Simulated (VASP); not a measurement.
# Mg (Im-3m) in VASP: notebook

The runs below take Mg through single point, relaxation of cell and atoms, with LDA.

All numbers are computed with VASP 6.6.1; they aren't measurements. Logs are shortened: lines on timing, memory, paths and dates and some standing lists are left out, and cuts for length are marked.

## (1) The cell of the first run

Symmetry: Im-3m, No. 229, cubic system. The conventional cell has a = 3.506 Å, b = 3.506 Å, c = 3.506 Å, α = 90.00°, β = 90.00°, γ = 90.00°. Mg (site symmetry m-3m) has 14 Mg at 3.04 to 3.51 Å within 4.0 Å.

## (2) Single point, LDA

The input, INCAR:

```
SYSTEM = Mg
PREC     = Accurate       ! precision mode
ENCUT    = 520            ! plane-wave cutoff, eV
EDIFF    = 1E-7           ! SCF threshold, eV
ISMEAR   = 1              ! smearing method
SIGMA    = 0.05           ! smearing width, eV
LREAL    = .FALSE.        ! projectors in reciprocal space
LASPH    = .TRUE.         ! aspherical terms in the spheres
NELM     = 60             ! most SCF steps
ALGO     = Normal         ! electronic algorithm
ISIF     = 2              ! what is computed and relaxed
LWAVE    = .FALSE.        ! write WAVECAR
LCHARG   = .TRUE.         ! write CHGCAR
GGA      = CA             ! functional
LELF     = .TRUE.         ! ELF
LVHAR    = .TRUE.       
NBANDS   = 9              ! bands
```

The input, KPOINTS:

```
Automatic mesh
0
G
  12 12 12
  0 0 0
```

The input, POSCAR:

```
Mg
1.0
    3.5064298708      0.0000000000      0.0000000000
    0.0000000000      3.5064298708      0.0000000000
    0.0000000000      0.0000000000      3.5064298708
Mg
2
Direct
    0.0000000000      0.0000000000      0.0000000000
    0.5000000000      0.5000000000      0.5000000000
```

Potentials or basis: VASP PAW LDA potentials, release 64 (Mg).

Launch:

```bash
cat potpaw_LDA.64/Mg/POTCAR > POTCAR
mpirun -np 1 vasp_std > vasp.out
```

OUTCAR:

```text
SYSTEM = Mg
   PREC = Accurate
   ENCUT = 520
   EDIFF = 1E-7
   ISMEAR = 1
   LREAL = .FALSE.
   LASPH = .TRUE.
   NELM = 60
   ISIF = 2
   GGA = CA

 ion  position               nearest neighbor table
   1  0.000  0.000  0.000-   2 3.04   2 3.04   2 3.04   2 3.04   2 3.04   2 3.04   2 3.04   2 3.04

   2  0.500  0.500  0.500-   1 3.04   1 3.04   1 3.04   1 3.04   1 3.04   1 3.04   1 3.04   1 3.04

  LATTYP: Found a simple cubic cell.
 ALAT       =     3.5064298708

  Lattice vectors:

 A1 = (   3.5064298708,   0.0000000000,   0.0000000000)
 A2 = (   0.0000000000,   3.5064298708,   0.0000000000)
 A3 = (   0.0000000000,   0.0000000000,   3.5064298708)

Analysis of symmetry for initial positions (statically):
=====================================================================
 Subroutine PRICEL returns following result:

  LATTYP: Found a body centered cubic cell.
 ALAT       =     3.5064298708

  Lattice vectors:

 A1 = (   1.7532149354,   1.7532149354,  -1.7532149354)
 A2 = (  -1.7532149354,   1.7532149354,   1.7532149354)
 A3 = (   1.7532149354,  -1.7532149354,   1.7532149354)

   2 primitive cells build up your supercell.

 Routine SETGRP: Setting up the symmetry group for a
 simple cubic supercell.

 Subroutine GETGRP returns: Found 48 space group operations
 (whereof 48 operations were pure point group operations)
 out of a pool of 48 trial point group operations.

The static configuration has the point symmetry O_h .

Analysis of symmetry for dynamics (positions and initial velocities):
=====================================================================
 Subroutine PRICEL returns following result:

  LATTYP: Found a body centered cubic cell.
 ALAT       =     3.5064298708

  Lattice vectors:

 A1 = (   1.7532149354,   1.7532149354,  -1.7532149354)
 A2 = (  -1.7532149354,   1.7532149354,   1.7532149354)
 A3 = (   1.7532149354,  -1.7532149354,   1.7532149354)

   2 primitive cells build up your supercell.

 Routine SETGRP: Setting up the symmetry group for a
 simple cubic supercell.

 Subroutine GETGRP returns: Found 48 space group operations
 (whereof 48 operations were pure point group operations)
 out of a pool of 48 trial point group operations.

The dynamic configuration has the point symmetry O_h .

 Subroutine INISYM returns: Found 48 space group operations
 (whereof 48 operations are pure point group operations),
 and found     2 'primitive' translations

----------------------------------------------------------------------------------------

                                     Primitive cell

  volume of cell :      21.5559

  direct lattice vectors                    reciprocal lattice vectors
     1.753214935  1.753214935 -1.753214935     0.285190361  0.285190361  0.000000000
    -1.753214935  1.753214935  1.753214935     0.000000000  0.285190361  0.285190361
     1.753214935 -1.753214935  1.753214935     0.285190361  0.000000000  0.285190361

  length of vectors
     3.036657345  3.036657345  3.036657345     0.403320076  0.403320076  0.403320076

  position of ions in fractional coordinates (direct lattice)
     0.000000000  0.000000000  0.000000000

  ion indices of the primitive-cell ions
   primitive index   ion index
                 1           1

----------------------------------------------------------------------------------------

 KPOINTS: Automatic mesh

Automatic generation of k-mesh.
 Grid dimensions read from file:
 generate k-points for:   12   12   12

 Generating k-lattice:

  Cartesian coordinates                     Fractional coordinates (reciprocal lattice)
     0.023765863  0.000000000  0.000000000     0.083333333  0.000000000  0.000000000
     0.000000000  0.023765863  0.000000000     0.000000000  0.083333333  0.000000000
     0.000000000  0.000000000  0.023765863     0.000000000  0.000000000  0.083333333

  Length of vectors
     0.023765863  0.023765863  0.023765863

  Shift w.r.t. Gamma in fractional coordinates (k-lattice)
     0.000000000  0.000000000  0.000000000

 Subroutine IBZKPT returns following result:
 ===========================================

 Found     84 irreducible k-points:

 Following reciprocal coordinates:
            Coordinates               Weight
  0.000000  0.000000  0.000000      1.000000
  0.083333  0.000000  0.000000      6.000000
  0.166667  0.000000  0.000000      6.000000
  0.250000  0.000000  0.000000      6.000000
  0.333333  0.000000  0.000000      6.000000
  0.416667  0.000000  0.000000      6.000000
[... 16 lines left out ...]
  0.333333  0.333333  0.000000     12.000000
  0.416667  0.333333  0.000000     24.000000
 [... further k-points ...]
   k-points           NKPTS =     84   k-points in BZ     NKDIM =     84   number of bands    NBANDS=      9
   number of dos      NEDOS =    301   number of ions     NIONS =      2
   total plane-waves  NPLWV =  21952
   dimension x,y,z NGX =    28 NGY =   28 NGZ =   28
   dimension x,y,z NGXF=    56 NGYF=   56 NGZF=   56
   ions per type =               2
   NGX,Y,Z   is equivalent  to a cutoff of  13.28, 13.28, 13.28 a.u.
   NGXF,Y,Z  is equivalent  to a cutoff of  26.55, 26.55, 26.55 a.u.
 SYSTEM =  Mg
   PREC   = accura    normal or accurate (medium, high low for compatibility)
   ISTART =      0    job   : 0-new  1-cont  2-samecut
   ICHARG =      2    charge: 1-file 2-atom 10-const
   ISPIN  =      1    spin polarized calculation?
   LNONCOLLINEAR =      F non collinear calculations
   LSORBIT =      F    spin-orbit coupling
   LASPH  =      T    aspherical Exc in radial PAW
   ENCUT  =  520.0 eV  38.22 Ry    6.18 a.u.   6.52  6.52  6.52*2*pi/ulx,y,z
   NELM   =     60;   NELMIN=  2; NELMDL= -5     # of ELM steps
   EDIFF  = 0.1E-06   stopping-criterion for ELM
   LREAL  =      F    real-space projection
   EDIFFG = 0.1E-05   stopping-criterion for IOM
   NSW    =      0    number of steps for IOM
   IBRION =     -1    ionic relax: 0-MD 1-quasi-New 2-CG
   NFREE  =      0    steps in history (QN), initial steepest desc. (CG)
   ISIF   =      2    stress and relaxation
   ISYM   =      2    0-nonsym 1-usesym 2-fastsym
   POTIM  = 0.5000    time-step for ionic-motion
   TEBEG  =    0.0;   TEEND  =   0.0 temperature during run
   PSTRESS=    0.0 pullay stress
   NELECT =       4.0000    total number of electrons
   NUPDOWN=      -1.0000    fix difference up-down
   EMIN   =  10.00;   EMAX   =-10.00  energy-range for DOS
   EFERMI =   0.00;   METHOD = LEGACY
   ISMEAR =     1;   SIGMA  =   0.05  broadening in eV -4-tet -1-fermi 0-gaus
   EFERMI_NEDOS =   21; number of points for ismear=-14 and -15
   IALGO  =     38    algorithm
   IMIX   =      4    mixing-type and parameters
     AMIX     =   0.40;   BMIX     =  1.00
     AMIX_MAG =   1.60;   BMIX_MAG =  1.00
  volume/ion in A,a.u.               =      21.56       145.47
  Fermi-wavevector in a.u.,A,eV,Ry     =   0.741133  1.400539  7.473389  0.549279
  Thomas-Fermi vector in A             =   1.835702
   LORBIT       =      0    0 simple, 1 ext, 2 COOP (PROOUT), +10 PAW based schemes
   GGA     = CA    functional components
   LHFCALC =     F    Hartree Fock is set to
   AEXX    =    0.0000 exact exchange contribution
   IVDW    =     0    specifies the selected vdW correction
   LEPSILON=     F    determine dielectric tensor
   LRPA    =     F    only Hartree local field effects (RPA)
 non-spin polarized calculation
 Methfessel and Paxton  Order N= 1 SIGMA  =   0.05
  energy-cutoff  :      520.00
  volume of cell :       43.11
 maximum number of plane-waves:      1189
 NGX is ok and might be reduce to    28
   NGX = 13   NGY = 13   NGZ = 13

 number of electron       4.0000000 magnetization

 Free energy of the ion-electron system (eV)
  ---------------------------------------------------
  ext. energy  EPLUGINS =         0.00000000
  ---------------------------------------------------
  free energy    TOTEN  =        -3.55692324 eV

  energy without entropy =       -3.55662613  energy(sigma->0) =       -3.55682421

 E-fermi :   2.7657     XC(G=0):  -8.8889

 val. band max:        2.7572980277   @ k =   0.4167   0.4167   0.2500
 cond. band min:       2.8320388574   @ k =   0.2500   0.1667   0.1667
 fundamental gap:      0.0747408296
 Fermi energy:         2.7656956765

 k-point     1 :       0.0000    0.0000    0.0000
  band No.  band energies     occupation
      1      -4.3872      2.00000
      2       6.8214      0.00000
      3       6.8214      0.00000
      4       6.8214      0.00000
      5       6.9092      0.00000
      6       6.9092      0.00000
      7      10.7702      0.00000
      8      16.1696      0.00000
      9      16.1696      0.00000

 k-point     2 :       0.0833    0.0000    0.0000
  band No.  band energies     occupation
      1      -4.3020      2.00000
      2       5.2851      0.00000
      3       6.8931      0.00000
      4       6.8931      0.00000
      5       6.9935      0.00000
      6       8.2645      0.00000
      7      11.1688      0.00000
      8      15.3731      0.00000
      9      15.3731      0.00000

 k-point     3 :       0.1667    0.0000    0.0000
  band No.  band energies     occupation
      1      -4.0470      2.00000
      2       3.7228     -0.00000
      3       7.1085      0.00000
      4       7.1085      0.00000
      5       7.2464      0.00000
      6       9.2378      0.00000
      7      12.4057      0.00000
      8      14.0202      0.00000
      9      14.0202      0.00000

 k-point     4 :       0.2500    0.0000    0.0000
  band No.  band energies     occupation
      1      -3.6237      2.00000
      2       2.2524      2.00000
      3       7.4681      0.00000
      4       7.4681      0.00000
      5       7.6677      0.00000
      6       9.9450      0.00000
      7      12.6812      0.00000
      8      12.6812      0.00000
      9      13.7118      0.00000
[... 205 lines left out ...]
 k-point    22 :       0.5000    0.2500    0.0000
  band No.  band energies     occupation
      1      -0.6347      2.00000
      2      -0.6347      2.00000
      3       5.1577      0.00000
      4       5.1577      0.00000
      5      10.0684      0.00000
      6      10.0684      0.00000
      7      11.8015      0.00000
      8      11.8015      0.00000
      9      15.4239      0.00000

 k-point    23 :       0.3333    0.3333    0.0000
  band No.  band energies     occupation
      1      -1.7020      2.00000
      2       1.8889      2.00000
      3       2.5443      2.00000
      4       6.0215      0.00000
      5       9.1259      0.00000
      6      10.7655      0.00000
      7      12.3161      0.00000
      8      12.9962      0.00000
      9      13.9987      0.00000

 k-point    24 :       0.4167    0.3333    0.0000
  band No.  band energies     occupation
      1      -0.9620      2.00000
      2       0.9609      2.00000
      3       2.9884     -0.00000
      4       4.8532      0.00000
      5       9.7752      0.00000
      6      11.4854      0.00000
      7      11.5046      0.00000
      8      13.3005      0.00000
      9      13.4040      0.00000

 [... further k-points ...]
[... 5 lines left out ...]
  --------------------------------------------------------------------------------------
  -------------------------------------------------------------------------------------
  Total       -0.0902850     -0.0902850     -0.0902850      0.0000000      0.0000000     -0.0000000
  in kB       -3.3552942     -3.3552942     -3.3552942      0.0000000      0.0000000     -0.0000000
  external PRESSURE =      -3.3552942 kB  Pullay stress =       0.0000000 kB

 VOLUME and BASIS-vectors are now :
 -----------------------------------------------------------------------------
  energy-cutoff  :      520.00
  volume of cell :       43.11
      direct lattice vectors                 reciprocal lattice vectors
     3.506429871  0.000000000  0.000000000     0.285190361  0.000000000  0.000000000
     0.000000000  3.506429871  0.000000000     0.000000000  0.285190361  0.000000000
     0.000000000  0.000000000  3.506429871     0.000000000  0.000000000  0.285190361

 POSITION                                       TOTAL-FORCE (eV/Angst)
 -----------------------------------------------------------------------------------
      0.00000      0.00000      0.00000        -0.000000     -0.000000     -0.000000
      1.75321      1.75321      1.75321         0.000000      0.000000      0.000000
 -----------------------------------------------------------------------------------
    total drift:                               -0.000000     -0.000000     -0.000000

  FREE ENERGIE OF THE ION-ELECTRON SYSTEM (eV)
  ---------------------------------------------------
  free  energy   TOTEN  =        -3.5569232447 eV

  energy  without entropy=       -3.5566261296  energy(sigma->0) =       -3.55682421
```

Wall time 29 s (1 thread of Intel Xeon 6975P-C, shared host); peak memory 0.16 GiB.

What came out:

```yaml
Free_energy: -3.5569 eV
Pressure: -0.3 GPa
Band_gap_on_the_k_mesh: zero (band 2 reaches 6.82 eV, above the bottom of band 3 at 1.89 eV)
```

Levels at points of the mesh, in eV from the Fermi level:
```
           k point  band 1  band 2  band 3  band 4  band 5  band 6  band 7
(0.00, 0.00, 0.00)   -7.15    4.06    4.06    4.06    4.14    4.14    8.00
(0.50, 0.00, 0.00)   -4.14   -4.14    6.66    6.66    6.66    6.66    7.17
(0.50, 0.50, 0.00)   -1.49   -1.49   -0.88   -0.88    8.90    8.90    9.74
(0.50, 0.50, 0.50)    1.28    1.28    1.28    1.28    1.28    1.28    3.29
```

## (3) Relaxation of cell and atoms, LDA

This run uses another cell than the first one, of 23.33 Å³/atom, 1.082 times its volume.

The input, INCAR:

```
SYSTEM = Mg
ALGO = Normal
EDIFF = 1E-6
EDIFFG = -0.03
ENCUT = 600
IBRION = 2
ISIF = 3
ISMEAR = 1
LASPH = .TRUE.
LCHARG = .FALSE.
LREAL = .FALSE.
LWAVE = .FALSE.
NELM = 60
NSW = 80
PREC = Accurate
SIGMA = 0.05
```

The input, KPOINTS:

```
k-points
0
G
  12 12 12
  0 0 0
```

The input, POSCAR:

```
Mg
1.0
    3.6000000000      0.0000000000      0.0000000000
    0.0000000000      3.6000000000      0.0000000000
    0.0000000000      0.0000000000      3.6000000000
Mg
2
Direct
    0.0000000000      0.0000000000      0.0000000000
    0.5000000000      0.5000000000      0.5000000000
```

Potentials or basis: VASP PAW LDA potentials, release 64 (Mg).

Launch:

```bash
cat potpaw_LDA.64/Mg/POTCAR > POTCAR
mpirun -np 1 vasp_std > vasp.out
```

Run time: 40 s. Hardware: 1 thread of Intel Xeon 6975P-C, shared host; peak memory 0.17 GiB.

It converged, with:

* Free energy: -3.5575 eV
* Relaxed volume: 21.39 Å³/atom
* Relaxed cell: a = 3.498 Å, b = 3.498 Å, c = 3.498 Å, α = 90.00°, β = 90.00°, γ = 90.00°
* Space group after relaxing (to 0.05 Å): Im-3m (No. 229)
* Energy gained by relaxing: 19.1 meV/atom
* Ionic steps: 3
* Pressure after relaxing: 0.0 GPa
* Band gap on the k mesh: zero (band 2 reaches 6.89 eV, above the bottom of band 3 at 1.93 eV)

Step by step:
| step | energy change (eV) | largest force (eV/Å) | pressure (GPa) | volume (Å³) |
| --- | --- | --- | --- | --- |
| 1 | 0.0000 | 0.0000 | -2.90 | 46.66 |
| 2 | -0.0346 | 0.0000 | -0.98 | 43.87 |
| 3 | -0.0381 | 0.0000 | -0.04 | 42.78 |

Final structure:
```
CELL_PARAMETERS angstrom
3.49752 0.00000 0.00000
0.00000 3.49752 0.00000
0.00000 0.00000 3.49752
ATOMIC_POSITIONS crystal
Mg 0.00000 0.00000 0.00000
Mg 0.50000 0.50000 0.50000
```

Levels at points of the mesh, in eV from the Fermi level:
| k point | band 1 | band 2 | band 3 | band 4 | band 5 |
| --- | --- | --- | --- | --- | --- |
| (0.00, 0.00, 0.00) | -7.19 | 4.08 | 4.08 | 4.08 | 4.14 |
| (0.50, 0.00, 0.00) | -4.16 | -4.16 | 6.69 | 6.69 | 6.69 |
| (0.50, 0.50, 0.00) | -1.51 | -1.51 | -0.88 | -0.88 | 8.93 |
| (0.50, 0.50, 0.50) | 1.28 | 1.28 | 1.28 | 1.28 | 1.28 |
